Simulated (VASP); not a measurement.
Set up this calculation in VASP 6.6.1, as the native input.

```yaml
Task: single point
Functional: PBE
Potentials_or_basis: VASP PAW PBE potentials, release 64 (Zr_sv)
Cutoff: 520 eV
k_mesh: 16 × 16 × 16
Occupations: fermi-dirac, width 0.03 eV
Spin: no spin polarisation
Dipole_correction: no
Further_INCAR_settings: ALGO = Normal; EDIFF = 1e-06; NBANDS = 12
```

The structure of Zr lies in POSCAR:

```
Zr
1.0
   -1.7947891968      1.7947891968      1.7947891968
    1.7947891968     -1.7947891968      1.7947891968
    1.7947891968      1.7947891968     -1.7947891968
Zr
1
Direct
    0.0000000000      0.0000000000      0.0000000000
```

This isn't the form of Zr at room conditions, which is hcp.

These files were run (other wordings do the same):

INCAR

```
ALGO = Normal
EDIFF = 1E-6
ENCUT = 520
GGA = PE
ISIF = 2
ISMEAR = -1
LASPH = T
LCHARG = F
LREAL = F
LWAVE = F
NBANDS = 12
NELM = 100
PREC = Accurate
SIGMA = 0.03
```

KPOINTS

```
k-points
0
Gamma
  16 16 16
```

Potentials or basis: VASP PAW PBE potentials, release 64 (Zr_sv).

The run is started by

```bash
$ cat potpaw_PBE.64/Zr_sv/POTCAR > POTCAR
$ mpirun -np 1 vasp_std > vasp.out
```

Results of the run:

| Item | Value |
| --- | --- |
| Pressure | -1.1 GPa |
| Band gap on the k mesh | zero (bands 6 and 7 overlap by 1.86 eV) |

Run time: 18 s on 1 thread of Intel(R) Xeon(R) Platinum 8375C CPU @ 2.90GHz (Ice Lake), on a shared host, peak memory 0.16 GiB.
